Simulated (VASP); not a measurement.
Set up this calculation in VASP 6.6.1, as the native input.

- Task: single point
- Functional: r2SCAN
- Potentials or basis: VASP PAW PBE potentials, release 64 (Ag)
- Cutoff: 520 eV
- k mesh: 14 × 14 × 14
- Occupations: gaussian, width 0.15 eV
- Spin: no spin polarisation
- Dipole correction: no
- Further INCAR settings: ALGO = Normal; EDIFF = 1e-07; NBANDS = 12

Ag:

```
Ag
1.0
    -1.57636    1.78222    1.71781
     1.45285   -1.64632    1.45840
     1.66218    1.73214   -1.58191
Ag
1
Direct
  0.00000 0.00000 0.00000
```

These files were run (other wordings do the same):

POSCAR

```
Ag
1.0
   -1.5763602139      1.7822221387      1.7178111968
    1.4528499915     -1.6463173579      1.4583961937
    1.6621846081      1.7321417521     -1.5819064160
Ag
1
Direct
    0.0000000000      0.0000000000      0.0000000000
```

INCAR.step1

```
SYSTEM = Ag
PREC     = Accurate       ! precision mode
ENCUT    = 520            ! plane-wave cutoff, eV
ISMEAR   = 0              ! smearing method
SIGMA    = 0.15           ! smearing width, eV
LREAL    = .FALSE.        ! projectors in reciprocal space
LASPH    = .TRUE.         ! aspherical terms in the spheres
NELM     = 100            ! most SCF steps
NBANDS   = 12             ! bands
GGA      = PE             ! functional
ALGO     = Normal         ! electronic algorithm
EDIFF    = 1E-4           ! SCF threshold, eV
LWAVE    = .TRUE.         ! write WAVECAR
LCHARG   = .FALSE.        ! write CHGCAR
```

INCAR.step2

```
SYSTEM = Ag
PREC     = Accurate       ! precision mode
ENCUT    = 520            ! plane-wave cutoff, eV
EDIFF    = 1E-7           ! SCF threshold, eV
ISMEAR   = 0              ! smearing method
SIGMA    = 0.15           ! smearing width, eV
LREAL    = .FALSE.        ! projectors in reciprocal space
LASPH    = .TRUE.         ! aspherical terms in the spheres
NELM     = 100            ! most SCF steps
ALGO     = Normal         ! electronic algorithm
ISIF     = 2              ! what is computed and relaxed
LWAVE    = .FALSE.        ! write WAVECAR
LCHARG   = .TRUE.         ! write CHGCAR
METAGGA  = R2SCAN         ! meta-GGA
LMIXTAU  = .TRUE.       
LELF     = .TRUE.         ! ELF
LVHAR    = .TRUE.       
NBANDS   = 12             ! bands
ISTART   = 1
```

KPOINTS

```
regular mesh
0
G
  14 14 14
  0 0 0
```

Potentials or basis: VASP PAW PBE potentials, release 64 (Ag).

Launch:

```console
$ cat potpaw_PBE.64/Ag/POTCAR > POTCAR
$ cp INCAR.step1 INCAR
$ mpirun -np 1 vasp_std > vasp.out
$ cp INCAR.step2 INCAR
$ mpirun -np 1 vasp_std > vasp.out
```

Results of the run:

| Item | Value |
| --- | --- |
| Pressure | 2.7 GPa |

Caveat: the PAW data sets were made with another functional, which shifts forces and pressure a little.

It took 6.1 min on 1 thread of Intel(R) Xeon(R) Platinum 8488C (Sapphire Rapids), with other jobs on the host, peak memory 0.37 GiB.
